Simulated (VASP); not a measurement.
# Ti (Fm-3m) in VASP: a series of runs

Runs on Ti. Level: LDA. Tasks: single point, relaxation of cell and atoms.

Everything below comes from runs of VASP 6.6.1. Logs are shortened: lines on timing, memory, paths and dates and some standing lists are left out, and cuts for length are marked.

## 1. The cell of the first run

The structure is cubic, space group Fm-3m (No. 225). Conventional cell: a = 3.559 Å, b = 3.559 Å, c = 3.559 Å, α = 90.00°, β = 90.00°, γ = 90.00°. Within 3.3 Å of Ti (site symmetry m-3m) lie 12 Ti at 2.52 Å.

## 2. Single point, LDA

The input, INCAR:

```
PREC = Accurate
ENCUT = 520
EDIFF = 1E-6
ISMEAR = -1
SIGMA = 0.05
LREAL = F
LASPH = T
NELM = 60
ALGO = Normal
ISIF = 2
LWAVE = F
LCHARG = F
GGA = CA
NBANDS = 12
```

The input, KPOINTS:

```
Automatic mesh
0
Gamma
  18 18 18
```

The input, POSCAR:

```
Ti
1.0
    0.0000000000      1.7794020918      1.7794020918
    1.7794020918      0.0000000000      1.7794020918
    1.7794020918      1.7794020918      0.0000000000
Ti
1
Direct
    0.0000000000      0.0000000000      0.0000000000
```

Potentials or basis: VASP PAW LDA potentials, release 64 (Ti_sv).

The run is started by

```sh
$ cat potpaw_LDA.64/Ti_sv/POTCAR > POTCAR
$ mpirun -np 1 vasp_std > vasp.out
```

OUTCAR:

```text
PREC = Accurate
   ENCUT = 520
   EDIFF = 1E-6
   ISMEAR = -1
   LREAL = F
   LASPH = T
   NELM = 60
   ISIF = 2
   GGA = CA

 ion  position               nearest neighbor table
   1  0.000  0.000  0.000-

  LATTYP: Found a face centered cubic cell.
 ALAT       =     3.5588041836

  Lattice vectors:

 A1 = (   0.0000000000,   1.7794020918,   1.7794020918)
 A2 = (   1.7794020918,   0.0000000000,   1.7794020918)
 A3 = (   1.7794020918,   1.7794020918,   0.0000000000)

Analysis of symmetry for initial positions (statically):
[... 5 lines left out ...]
 face centered cubic supercell.

 Subroutine GETGRP returns: Found 48 space group operations
 (whereof 48 operations were pure point group operations)
 out of a pool of 48 trial point group operations.

The static configuration has the point symmetry O_h .

Analysis of symmetry for dynamics (positions and initial velocities):
[... 5 lines left out ...]
 face centered cubic supercell.

 Subroutine GETGRP returns: Found 48 space group operations
 (whereof 48 operations were pure point group operations)
 out of a pool of 48 trial point group operations.

The dynamic configuration has the point symmetry O_h .

 Subroutine INISYM returns: Found 48 space group operations
 (whereof 48 operations are pure point group operations),
 and found     1 'primitive' translations

----------------------------------------------------------------------------------------

                                     Primitive cell

  volume of cell :      11.2681

  direct lattice vectors                    reciprocal lattice vectors
     0.000000000  1.779402092  1.779402092    -0.280993263  0.280993263  0.280993263
     1.779402092  0.000000000  1.779402092     0.280993263 -0.280993263  0.280993263
     1.779402092  1.779402092  0.000000000     0.280993263  0.280993263 -0.280993263

  length of vectors
     2.516454571  2.516454571  2.516454571     0.486694608  0.486694608  0.486694608

  position of ions in fractional coordinates (direct lattice)
     0.000000000  0.000000000  0.000000000

  ion indices of the primitive-cell ions
   primitive index   ion index
                 1           1

----------------------------------------------------------------------------------------

 KPOINTS: Automatic mesh

Automatic generation of k-mesh.
 Grid dimensions read from file:
 generate k-points for:   18   18   18

 Generating k-lattice:

  Cartesian coordinates                     Fractional coordinates (reciprocal lattice)
    -0.015610737  0.015610737  0.015610737     0.055555556  0.000000000  0.000000000
     0.015610737 -0.015610737  0.015610737     0.000000000  0.055555556  0.000000000
     0.015610737  0.015610737 -0.015610737     0.000000000  0.000000000  0.055555556

  Length of vectors
     0.027038589  0.027038589  0.027038589

  Shift w.r.t. Gamma in fractional coordinates (k-lattice)
     0.000000000  0.000000000  0.000000000

 Subroutine IBZKPT returns following result:
 ===========================================

 Found    195 irreducible k-points:

 Following reciprocal coordinates:
            Coordinates               Weight
  0.000000  0.000000  0.000000      1.000000
  0.055556  0.000000  0.000000      8.000000
  0.111111  0.000000  0.000000      8.000000
  0.166667  0.000000  0.000000      8.000000
  0.222222  0.000000  0.000000      8.000000
  0.277778  0.000000  0.000000      8.000000
[... 16 lines left out ...]
 -0.277778  0.055556  0.000000     24.000000
 -0.222222  0.055556  0.000000     24.000000
 [... further k-points ...]
   k-points           NKPTS =    195   k-points in BZ     NKDIM =    195   number of bands    NBANDS=     12
   number of dos      NEDOS =    301   number of ions     NIONS =      1
   total plane-waves  NPLWV =   8000
   dimension x,y,z NGX =    20 NGY =   20 NGZ =   20
   dimension x,y,z NGXF=    40 NGYF=   40 NGZF=   40
   ions per type =               1
   NGX,Y,Z   is equivalent  to a cutoff of  13.21, 13.21, 13.21 a.u.
   NGXF,Y,Z  is equivalent  to a cutoff of  26.43, 26.43, 26.43 a.u.
 SYSTEM =  unknown system
   PREC   = accura    normal or accurate (medium, high low for compatibility)
   ISTART =      0    job   : 0-new  1-cont  2-samecut
   ICHARG =      2    charge: 1-file 2-atom 10-const
   ISPIN  =      1    spin polarized calculation?
   LNONCOLLINEAR =      F non collinear calculations
   LSORBIT =      F    spin-orbit coupling
   LASPH  =      T    aspherical Exc in radial PAW
   ENCUT  =  520.0 eV  38.22 Ry    6.18 a.u.   4.68  4.68  4.68*2*pi/ulx,y,z
   NELM   =     60;   NELMIN=  2; NELMDL= -5     # of ELM steps
   EDIFF  = 0.1E-05   stopping-criterion for ELM
   LREAL  =      F    real-space projection
   EDIFFG = 0.1E-04   stopping-criterion for IOM
   NSW    =      0    number of steps for IOM
   IBRION =     -1    ionic relax: 0-MD 1-quasi-New 2-CG
   NFREE  =      0    steps in history (QN), initial steepest desc. (CG)
   ISIF   =      2    stress and relaxation
   ISYM   =      2    0-nonsym 1-usesym 2-fastsym
   POTIM  = 0.5000    time-step for ionic-motion
   TEBEG  =    0.0;   TEEND  =   0.0 temperature during run
   PSTRESS=    0.0 pullay stress
   NELECT =      12.0000    total number of electrons
   NUPDOWN=      -1.0000    fix difference up-down
   EMIN   =  10.00;   EMAX   =-10.00  energy-range for DOS
   EFERMI =   0.00;   METHOD = LEGACY
   ISMEAR =    -1;   SIGMA  =   0.05  broadening in eV -4-tet -1-fermi 0-gaus
   EFERMI_NEDOS =   21; number of points for ismear=-14 and -15
   IALGO  =     38    algorithm
   IMIX   =      4    mixing-type and parameters
     AMIX     =   0.40;   BMIX     =  1.00
     AMIX_MAG =   1.60;   BMIX_MAG =  1.00
  volume/ion in A,a.u.               =      11.27        76.04
  Fermi-wavevector in a.u.,A,eV,Ry     =   1.671801  3.159245 38.027159  2.794917
  Thomas-Fermi vector in A             =   2.757059
   LORBIT       =      0    0 simple, 1 ext, 2 COOP (PROOUT), +10 PAW based schemes
   GGA     = CA    functional components
   LHFCALC =     F    Hartree Fock is set to
   AEXX    =    0.0000 exact exchange contribution
   IVDW    =     0    specifies the selected vdW correction
   LEPSILON=     F    determine dielectric tensor
   LRPA    =     F    only Hartree local field effects (RPA)
 non-spin polarized calculation
  energy-cutoff  :      520.00
  volume of cell :       11.27
 maximum number of plane-waves:       315
   NGX =  9   NGY =  9   NGZ =  9

 number of electron      12.0000004 magnetization

 Free energy of the ion-electron system (eV)
  ---------------------------------------------------
  ext. energy  EPLUGINS =         0.00000000
  ---------------------------------------------------
  free energy    TOTEN  =        -7.64437241 eV

  energy without entropy =       -7.63567134  energy(sigma->0) =       -7.64002187

 E-fermi :  13.4659     XC(G=0): -14.0161

 val. band max:       13.4641830230   @ k =  -0.2222   0.2222   0.0000
 cond. band min:      13.4679531318   @ k =  -0.2778   0.1111   0.0000
 fundamental gap:      0.0037701088
 Fermi energy:        13.4659438726

 k-point     1 :       0.0000    0.0000    0.0000
  band No.  band energies     occupation
      1     -42.3136      2.00000
      2     -17.4286      2.00000
      3     -17.4286      2.00000
      4     -17.4286      2.00000
      5       6.9438      2.00000
      6      14.3707      0.00000
      7      14.3707      0.00000
      8      14.3707      0.00000
      9      17.2357      0.00000
     10      17.2357      0.00000
     11      31.2029      0.00000
     12      37.9508      0.00000

 k-point     2 :       0.0556    0.0000    0.0000
  band No.  band energies     occupation
      1     -42.2948      2.00000
      2     -17.5112      2.00000
      3     -17.4377      2.00000
      4     -17.4377      2.00000
      5       7.1018      2.00000
      6      14.2635      0.00000
      7      14.4344      0.00000
      8      14.4344      0.00000
      9      17.1855      0.00000
     10      17.1855      0.00000
     11      31.4366      0.00000
     12      37.0157      0.00000

 k-point     3 :       0.1111    0.0000    0.0000
  band No.  band energies     occupation
      1     -42.2405      2.00000
      2     -17.7462      2.00000
      3     -17.4639      2.00000
      4     -17.4639      2.00000
      5       7.5520      2.00000
      6      13.9865      0.00006
      7      14.5995      0.00000
      8      14.5995      0.00000
      9      17.0716      0.00000
     10      17.0716      0.00000
     11      32.0572      0.00000
     12      35.2838      0.00000

 k-point     4 :       0.1667    0.0000    0.0000
  band No.  band energies     occupation
      1     -42.1562      2.00000
      2     -18.0983      2.00000
      3     -17.5037      2.00000
      4     -17.5037      2.00000
      5       8.2178      2.00000
      6      13.6595      0.04080
      7      14.7771      0.00000
      8      14.7771      0.00000
      9      17.0070      0.00000
     10      17.0070      0.00000
     11      32.8152      0.00000
     12      33.5454      0.00000

 k-point     5 :       0.2222    0.0000    0.0000
  band No.  band energies     occupation
      1     -42.0510      2.00000
      2     -18.5186      2.00000
      3     -17.5521      2.00000
      4     -17.5521      2.00000
      5       8.9509      2.00000
      6      13.4630      1.02912
      7      14.8289      0.00000
      8      14.8289      0.00000
      9      17.1516      0.00000
     10      17.1516      0.00000
     11      31.9498      0.00000
     12      33.3328      0.00000

 k-point     6 :       0.2778    0.0000    0.0000
  band No.  band energies     occupation
      1     -41.9367      2.00000
      2     -18.9537      2.00000
      3     -17.6030      2.00000
      4     -17.6030      2.00000
      5       9.5214      2.00000
      6      13.6240      0.08134
      7      14.7045      0.00000
      8      14.7045      0.00000
      9      17.5586      0.00000
     10      17.5586      0.00000
     11      30.5758      0.00000
     12      33.1716      0.00000

 k-point     7 :       0.3333    0.0000    0.0000
  band No.  band energies     occupation
      1     -41.8269      2.00000
      2     -19.3526      2.00000
      3     -17.6504      2.00000
      4     -17.6504      2.00000
      5       9.7662      2.00000
      6      14.2552      0.00000
      7      14.4926      0.00000
      8      14.4926      0.00000
      9      18.1124      0.00000
     10      18.1124      0.00000
     11      29.3989      0.00000
     12      32.3971      0.00000

 k-point     8 :       0.3889    0.0000    0.0000
  band No.  band energies     occupation
      1     -41.7358      2.00000
      2     -19.6716      2.00000
      3     -17.6886      2.00000
      4     -17.6886      2.00000
      5       9.7753      2.00000
      6      14.2891      0.00000
      7      14.2891      0.00000
      8      15.1500      0.00000
      9      18.6577      0.00000
     10      18.6577      0.00000
     11      28.4117      0.00000
     12      31.4531      0.00000
[... 166 lines left out ...]
 k-point    20 :      -0.4444    0.0556    0.0000
  band No.  band energies     occupation
      1     -41.6552      2.00000
      2     -19.8917      2.00000
      3     -17.7836      2.00000
      4     -17.7226      2.00000
      5       9.8322      2.00000
      6      13.9325      0.00018
      7      14.2147      0.00000
      8      15.8490      0.00000
      9      19.0142      0.00000
     10      19.6152      0.00000
     11      27.4937      0.00000
     12      30.8195      0.00000

 k-point    21 :      -0.3889    0.0556    0.0000
  band No.  band energies     occupation
      1     -41.7026      2.00000
      2     -19.7329      2.00000
      3     -17.7756      2.00000
      4     -17.6901      2.00000
      5       9.8878      2.00000
      6      14.0704      0.00001
      7      14.3099      0.00000
      8      15.2336      0.00000
      9      18.5631      0.00000
     10      19.3486      0.00000
     11      28.1631      0.00000
     12      31.3386      0.00000

 k-point    22 :      -0.3333    0.0556    0.0000
  band No.  band energies     occupation
      1     -41.7837      2.00000
      2     -19.4552      2.00000
      3     -17.7492      2.00000
      4     -17.6456      2.00000
      5       9.9183      2.00000
      6      14.2382      0.00000
      7      14.4237      0.00000
      8      14.4901      0.00000
      9      17.9582      0.00000
     10      18.8586      0.00000
     11      29.1402      0.00000
     12      32.1898      0.00000

 k-point    23 :      -0.2778    0.0556    0.0000
  band No.  band energies     occupation
      1     -41.8874      2.00000
      2     -19.0880      2.00000
      3     -17.7072      2.00000
      4     -17.5940      2.00000
      5       9.7713      2.00000
      6      13.6328      0.06863
      7      14.5545      0.00000
      8      14.7166      0.00000
      9      17.3284      0.00000
     10      18.2791      0.00000
     11      30.2811      0.00000
     12      33.0572      0.00000

 k-point    24 :      -0.2222    0.0556    0.0000
  band No.  band energies     occupation
      1     -42.0003      2.00000
      2     -18.6714      2.00000
      3     -17.6542      2.00000
      4     -17.5415      2.00000
      5       9.2969      2.00000
      6      13.3399      1.85121
      7      14.7617      0.00000
      8      14.9009      0.00000
      9      16.8292      0.00000
     10      17.7489      0.00000
     11      31.5730      0.00000
     12      33.4720      0.00000

 [... further k-points ...]
[... 5 lines left out ...]
  --------------------------------------------------------------------------------------
  -------------------------------------------------------------------------------------
  Total        5.2220925      5.2220925      5.2220925      0.0000000      0.0000000      0.0000000
  in kB      742.5109447    742.5109447    742.5109447      0.0000000      0.0000000      0.0000000
  external PRESSURE =     742.5109447 kB  Pullay stress =       0.0000000 kB

 VOLUME and BASIS-vectors are now :
 -----------------------------------------------------------------------------
  energy-cutoff  :      520.00
  volume of cell :       11.27
      direct lattice vectors                 reciprocal lattice vectors
     0.000000000  1.779402092  1.779402092    -0.280993263  0.280993263  0.280993263
     1.779402092  0.000000000  1.779402092     0.280993263 -0.280993263  0.280993263
     1.779402092  1.779402092  0.000000000     0.280993263  0.280993263 -0.280993263

 POSITION                                       TOTAL-FORCE (eV/Angst)
 -----------------------------------------------------------------------------------
      0.00000      0.00000      0.00000         0.000000      0.000000      0.000000
 -----------------------------------------------------------------------------------
    total drift:                                0.000000     -0.000000     -0.000000

  FREE ENERGIE OF THE ION-ELECTRON SYSTEM (eV)
  ---------------------------------------------------
  free  energy   TOTEN  =        -7.6443724074 eV

  energy  without entropy=       -7.6356713352  energy(sigma->0) =       -7.64002187
```

Wall time 14 s (1 thread of Intel Xeon 6975P-C (Granite Rapids), shared host); peak memory 0.14 GiB.

What came out:

```
Free energy            : -7.6444 eV
Pressure               : 74.3 GPa
Band gap on the k mesh : zero (band 6 reaches 14.37 eV, above the bottom of band 7 at 12.62 eV)
```

## 3. Single point, LDA

The input, INCAR:

```
  PREC = Accurate
  ENCUT = 520
  EDIFF = 1E-7
  ISMEAR = -1
  SIGMA = 0.05
  LREAL = False
  LASPH = True
  NELM = 60
  ALGO = Normal
  ISIF = 2
  LWAVE = False
  LCHARG = False
  NBANDS = 12
```

The input, KPOINTS:

```
regular mesh
0
Gamma
  18 18 18
```

POSCAR is that of step 2.

Potentials or basis: VASP PAW LDA potentials, release 64 (Ti_sv).

The run is started by

```sh
$ cat potpaw_LDA.64/Ti_sv/POTCAR > POTCAR
$ mpirun -np 1 vasp_std > vasp.out
```

Wall time 17 s (1 thread of Intel Xeon 6975P-C (Granite Rapids), shared host); peak memory 0.14 GiB.

Results (log left out):

* Free energy: -7.6444 eV
* Pressure: 74.2 GPa
* Band gap on the k mesh: zero (band 6 reaches 14.37 eV, above the bottom of band 7 at 12.62 eV)

Levels at points of the mesh, in eV from the Fermi level:
| k point | band 4 | band 5 | band 6 | band 7 | band 8 | band 9 |
| --- | --- | --- | --- | --- | --- | --- |
| (0.00, 0.00, 0.00) | -30.89 | -6.52 | 0.90 | 0.90 | 0.90 | 3.77 |
| (0.50, 0.00, 0.00) | -31.19 | -3.78 | 0.63 | 0.63 | 2.78 | 5.74 |
| (0.50, 0.50, 0.00) | -31.74 | -4.60 | -3.44 | 5.71 | 6.08 | 6.27 |

(Part 1 of 2 ends here.)
